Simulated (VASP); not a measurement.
# SnSe (P6_3/mmc) in VASP: single point with PBE

Aim: the single point of SnSe with PBE.

Program: VASP 6.6.1. These are calculated values, not measurements. Logs are shortened: lines on timing, memory, paths and dates and some standing lists are left out, and cuts for length are marked.

## 1. The cell of the first run

It takes space group P6_3/mmc (No. 194, hexagonal). The conventional cell has a = 5.064 Å, b = 5.064 Å, c = 6.073 Å, α = 90.00°, β = 90.00°, γ = 120.00°. Within 3.9 Å of Sn (site symmetry -6m2) lie 5 Se at 2.92 to 3.04 Å. Within 3.9 Å of Se (site symmetry -6m2) lie 5 Sn at 2.92 to 3.04 Å.

## 2. Single point, PBE

File INCAR:

```
ALGO     = Normal         # electronic algorithm
EDIFF    = 1E-7           # SCF threshold, eV
ENCUT    = 520            # plane-wave cutoff, eV
GGA      = PE             # functional
ISIF     = 2              # what is computed and relaxed
ISMEAR   = 0              # smearing method
LASPH    = True           # aspherical terms in the spheres
LCHARG   = False          # write CHGCAR
LREAL    = False          # projectors in reciprocal space
LWAVE    = False          # write WAVECAR
NBANDS   = 28             # bands
NELM     = 60             # most SCF steps
PREC     = Accurate       # precision mode
SIGMA    = 0.01           # smearing width, eV
```

File KPOINTS:

```
k-points
0
Gamma
  6 6 2
```

File POSCAR:

```
SnSe
1.0
    5.0644551551      0.0000000000      0.0000000000
   -2.5322275776      4.3859468206      0.0000000000
    0.0000000000      0.0000000000      6.0733872729
Sn Se
2 2
Direct
    0.3333333333      0.6666666667      0.2500000000
    0.6666666667      0.3333333333      0.7500000000
    0.6666666667      0.3333333333      0.2500000000
    0.3333333333      0.6666666667      0.7500000000
```

Potentials or basis: VASP PAW PBE potentials, release 64 (Sn_d, Se).

On the command line:

```bash
cat potpaw_PBE.64/Sn_d/POTCAR potpaw_PBE.64/Se/POTCAR > POTCAR
mpirun -np 1 vasp_std > vasp.out
```

OUTCAR:

```text
EDIFF = 1E-7
   ENCUT = 520
   GGA = PE
   ISIF = 2
   ISMEAR = 0
   LASPH = True
   LREAL = False
   NELM = 60
   PREC = Accurate

 ion  position               nearest neighbor table
   1  0.333  0.667  0.250-   3 2.92   3 2.92   3 2.92   4 3.04   4 3.04
   2  0.667  0.333  0.750-   4 2.92   4 2.92   4 2.92   3 3.04   3 3.04
   3  0.667  0.333  0.250-   1 2.92   1 2.92   1 2.92   2 3.04   2 3.04
   4  0.333  0.667  0.750-   2 2.92   2 2.92   2 2.92   1 3.04   1 3.04

  LATTYP: Found a hexagonal cell.
 ALAT       =     5.0644551551
 C/A-ratio  =     1.1992182943

  Lattice vectors:

 A1 = (   5.0644551551,   0.0000000000,   0.0000000000)
 A2 = (  -2.5322275776,   4.3859468206,   0.0000000000)
 A3 = (   0.0000000000,   0.0000000000,   6.0733872729)

Analysis of symmetry for initial positions (statically):
=====================================================================
 Subroutine PRICEL returns:
 Original cell was already a primitive cell.

 Routine SETGRP: Setting up the symmetry group for a
 hexagonal supercell.

 Subroutine GETGRP returns: Found 24 space group operations
 (whereof 12 operations were pure point group operations)
 out of a pool of 24 trial point group operations.

The static configuration has the point symmetry D_3d.
 The point group associated with its full space group is D_6h.

Analysis of symmetry for dynamics (positions and initial velocities):
=====================================================================
 Subroutine PRICEL returns:
 Original cell was already a primitive cell.

 Routine SETGRP: Setting up the symmetry group for a
 hexagonal supercell.

 Subroutine GETGRP returns: Found 24 space group operations
 (whereof 12 operations were pure point group operations)
 out of a pool of 24 trial point group operations.

The dynamic configuration has the point symmetry D_3d.
 The point group associated with its full space group is D_6h.

 Subroutine INISYM returns: Found 24 space group operations
 (whereof 12 operations are pure point group operations),
 and found     1 'primitive' translations

----------------------------------------------------------------------------------------

                                     Primitive cell

  volume of cell :     134.9047

  direct lattice vectors                    reciprocal lattice vectors
     5.064455155  0.000000000  0.000000000     0.197454607  0.114000470  0.000000000
    -2.532227578  4.385946821  0.000000000     0.000000000  0.228000940  0.000000000
     0.000000000  0.000000000  6.073387273     0.000000000  0.000000000  0.164652764

  length of vectors
     5.064455155  5.064455155  6.073387273     0.228000940  0.228000940  0.164652764

  position of ions in fractional coordinates (direct lattice)
     0.333333333  0.666666667  0.250000000
     0.666666667  0.333333333  0.750000000
     0.666666667  0.333333333  0.250000000
     0.333333333  0.666666667  0.750000000

  ion indices of the primitive-cell ions
   primitive index   ion index
                 1           1
                 2           2
                 3           3
                 4           4

----------------------------------------------------------------------------------------

 KPOINTS: k-points

Automatic generation of k-mesh.
 Grid dimensions read from file:
 generate k-points for:    6    6    2

 Generating k-lattice:

  Cartesian coordinates                     Fractional coordinates (reciprocal lattice)
     0.032909101  0.019000078  0.000000000     0.166666667  0.000000000  0.000000000
     0.000000000  0.038000157  0.000000000     0.000000000  0.166666667  0.000000000
     0.000000000  0.000000000  0.082326382     0.000000000  0.000000000  0.500000000

  Length of vectors
     0.038000157  0.038000157  0.082326382

  Shift w.r.t. Gamma in fractional coordinates (k-lattice)
     0.000000000  0.000000000  0.000000000

 Subroutine IBZKPT returns following result:
 ===========================================

 Found     14 irreducible k-points:

 Following reciprocal coordinates:
            Coordinates               Weight
  0.000000  0.000000  0.000000      1.000000
  0.166667 -0.000000  0.000000      6.000000
  0.333333 -0.000000  0.000000      6.000000
  0.500000 -0.000000  0.000000      3.000000
  0.166667  0.166667  0.000000      6.000000
  0.333333  0.166667  0.000000     12.000000
  0.333333  0.333333  0.000000      2.000000
  0.000000  0.000000  0.500000      1.000000
  0.166667 -0.000000  0.500000      6.000000
  0.333333 -0.000000  0.500000      6.000000
  0.500000 -0.000000  0.500000      3.000000
  0.166667  0.166667  0.500000      6.000000
  0.333333  0.166667  0.500000     12.000000
  0.333333  0.333333  0.500000      2.000000
   k-points           NKPTS =     14   k-points in BZ     NKDIM =     14   number of bands    NBANDS=     28
   number of dos      NEDOS =    301   number of ions     NIONS =      4
   total plane-waves  NPLWV =  76800
   dimension x,y,z NGX =    40 NGY =   40 NGZ =   48
   dimension x,y,z NGXF=    80 NGYF=   80 NGZF=   96
   ions per type =               2   2
   NGX,Y,Z   is equivalent  to a cutoff of  13.13, 13.13, 13.14 a.u.
   NGXF,Y,Z  is equivalent  to a cutoff of  26.26, 26.26, 26.28 a.u.
 SYSTEM =  unknown system
   PREC   = accura    normal or accurate (medium, high low for compatibility)
   ISTART =      0    job   : 0-new  1-cont  2-samecut
   ICHARG =      2    charge: 1-file 2-atom 10-const
   ISPIN  =      1    spin polarized calculation?
   LNONCOLLINEAR =      F non collinear calculations
   LSORBIT =      F    spin-orbit coupling
   LASPH  =      T    aspherical Exc in radial PAW
   ENCUT  =  520.0 eV  38.22 Ry    6.18 a.u.   9.42  9.42 11.29*2*pi/ulx,y,z
   NELM   =     60;   NELMIN=  2; NELMDL= -5     # of ELM steps
   EDIFF  = 0.1E-06   stopping-criterion for ELM
   LREAL  =      F    real-space projection
   EDIFFG = 0.1E-05   stopping-criterion for IOM
   NSW    =      0    number of steps for IOM
   IBRION =     -1    ionic relax: 0-MD 1-quasi-New 2-CG
   NFREE  =      0    steps in history (QN), initial steepest desc. (CG)
   ISIF   =      2    stress and relaxation
   ISYM   =      2    0-nonsym 1-usesym 2-fastsym
   POTIM  = 0.5000    time-step for ionic-motion
   TEBEG  =    0.0;   TEEND  =   0.0 temperature during run
   PSTRESS=    0.0 pullay stress
   NELECT =      40.0000    total number of electrons
   NUPDOWN=      -1.0000    fix difference up-down
   EMIN   =  10.00;   EMAX   =-10.00  energy-range for DOS
   EFERMI =   0.00;   METHOD = LEGACY
   ISMEAR =     0;   SIGMA  =   0.01  broadening in eV -4-tet -1-fermi 0-gaus
   EFERMI_NEDOS =   21; number of points for ismear=-14 and -15
   IALGO  =     38    algorithm
   IMIX   =      4    mixing-type and parameters
     AMIX     =   0.40;   BMIX     =  1.00
     AMIX_MAG =   1.60;   BMIX_MAG =  1.00
  volume/ion in A,a.u.               =      33.73       227.60
  Fermi-wavevector in a.u.,A,eV,Ry     =   1.091656  2.062931 16.214237  1.191713
  Thomas-Fermi vector in A             =   2.227906
   LORBIT       =      0    0 simple, 1 ext, 2 COOP (PROOUT), +10 PAW based schemes
   GGA     = PE    functional components
   LHFCALC =     F    Hartree Fock is set to
   AEXX    =    0.0000 exact exchange contribution
   IVDW    =     0    specifies the selected vdW correction
   LEPSILON=     F    determine dielectric tensor
   LRPA    =     F    only Hartree local field effects (RPA)
 non-spin polarized calculation
 Gauss-broadening in eV      SIGMA  =   0.01
  energy-cutoff  :      520.00
  volume of cell :      134.90
 maximum number of plane-waves:      3670
 NGX is ok and might be reduce to    40
   NGX = 19   NGY = 19   NGZ = 23

 number of electron      40.0000009 magnetization

 Free energy of the ion-electron system (eV)
  ---------------------------------------------------
  ext. energy  EPLUGINS =         0.00000000
  ---------------------------------------------------
  free energy    TOTEN  =       -15.55776045 eV

  energy without entropy =      -15.55776045  energy(sigma->0) =      -15.55776045

 E-fermi :   4.1705     XC(G=0):  -8.3569

 val. band max:        4.1218001243   @ k =   0.3333   0.3333   0.5000
 cond. band min:       4.5044634768   @ k =   0.3333   0.3333   0.5000
 fundamental gap:      0.3826633525
 Fermi energy:         4.1705112042

 k-point     1 :       0.0000    0.0000    0.0000
  band No.  band energies     occupation
      1     -17.9026      2.00000
      2     -17.8800      2.00000
      3     -17.8763      2.00000
      4     -17.8763      2.00000
      5     -17.8617      2.00000
      6     -17.8617      2.00000
[... 20 lines left out ...]
     27       9.4483      0.00000
     28       9.4519      0.00000

 k-point     2 :       0.1667   -0.0000    0.0000
  band No.  band energies     occupation
      1     -17.9011      2.00000
      2     -17.8807      2.00000
      3     -17.8768      2.00000
      4     -17.8759      2.00000
      5     -17.8626      2.00000
      6     -17.8613      2.00000
[... 20 lines left out ...]
     27       9.1250      0.00000
     28       9.4248      0.00000

 k-point     3 :       0.3333   -0.0000    0.0000
  band No.  band energies     occupation
      1     -17.8972      2.00000
      2     -17.8831      2.00000
      3     -17.8778      2.00000
      4     -17.8748      2.00000
      5     -17.8645      2.00000
      6     -17.8605      2.00000
[... 20 lines left out ...]
     27       8.7538      0.00000
     28       9.6853      0.00000

 k-point     4 :       0.5000   -0.0000    0.0000
  band No.  band energies     occupation
      1     -17.8944      2.00000
      2     -17.8853      2.00000
      3     -17.8783      2.00000
      4     -17.8741      2.00000
      5     -17.8656      2.00000
      6     -17.8601      2.00000
[... 268 lines left out ...]
     27      10.6464      0.00000
     28      10.6464      0.00000

 k-point    13 :       0.3333    0.1667    0.5000
  band No.  band energies     occupation
      1     -17.8870      2.00000
      2     -17.8870      2.00000
      3     -17.8700      2.00000
      4     -17.8700      2.00000
      5     -17.8689      2.00000
      6     -17.8689      2.00000
[... 20 lines left out ...]
     27       9.8621      0.00000
     28       9.8621      0.00000

 k-point    14 :       0.3333    0.3333    0.5000
  band No.  band energies     occupation
      1     -17.8866      2.00000
      2     -17.8866      2.00000
      3     -17.8699      2.00000
      4     -17.8699      2.00000
      5     -17.8686      2.00000
      6     -17.8686      2.00000
[... 20 lines left out ...]
     27       9.7116      0.00000
     28       9.7116      0.00000

------------------------ aborting loop because EDIFF is reached ----------------------------------------

  FORCE on cell =-STRESS in cart. coord.  units (eV):
  Direction    XX          YY          ZZ          XY          YZ          ZX
  --------------------------------------------------------------------------------------
  -------------------------------------------------------------------------------------
  Total       -0.0371014     -0.0371014      4.2262655      0.0000000      0.0000000      0.0000000
  in kB       -0.4406298     -0.4406298     50.1926690      0.0000000      0.0000000      0.0000000
  external PRESSURE =      16.4371364 kB  Pullay stress =       0.0000000 kB

 VOLUME and BASIS-vectors are now :
 -----------------------------------------------------------------------------
  energy-cutoff  :      520.00
  volume of cell :      134.90
      direct lattice vectors                 reciprocal lattice vectors
     5.064455155  0.000000000  0.000000000     0.197454607  0.114000470  0.000000000
    -2.532227578  4.385946821  0.000000000     0.000000000  0.228000940  0.000000000
     0.000000000  0.000000000  6.073387273     0.000000000  0.000000000  0.164652764

 POSITION                                       TOTAL-FORCE (eV/Angst)
 -----------------------------------------------------------------------------------
     -0.00000      2.92396      1.51835         0.000000      0.000000      0.000000
      2.53223      1.46198      4.55504         0.000000     -0.000000      0.000000
      2.53223      1.46198      1.51835        -0.000000      0.000000      0.000000
     -0.00000      2.92396      4.55504        -0.000000     -0.000000      0.000000
 -----------------------------------------------------------------------------------
    total drift:                               -0.000000     -0.000000     -0.000000

  FREE ENERGIE OF THE ION-ELECTRON SYSTEM (eV)
  ---------------------------------------------------
  free  energy   TOTEN  =       -15.5577604537 eV

  energy  without entropy=      -15.5577604537  energy(sigma->0) =      -15.55776045
```

Run time: 100 s. Hardware: 1 thread of AMD EPYC 7R13 (Zen 3), shared host; peak memory 0.24 GiB.

Results:

```
Free energy            : -15.5578 eV
Pressure               : 1.6 GPa
Band gap on the k mesh : 0.38 eV, direct
```

Caveat: the k points lie up to 0.52 Å⁻¹ apart; spin-orbit coupling is left out, which moves the levels of the heavy elements.
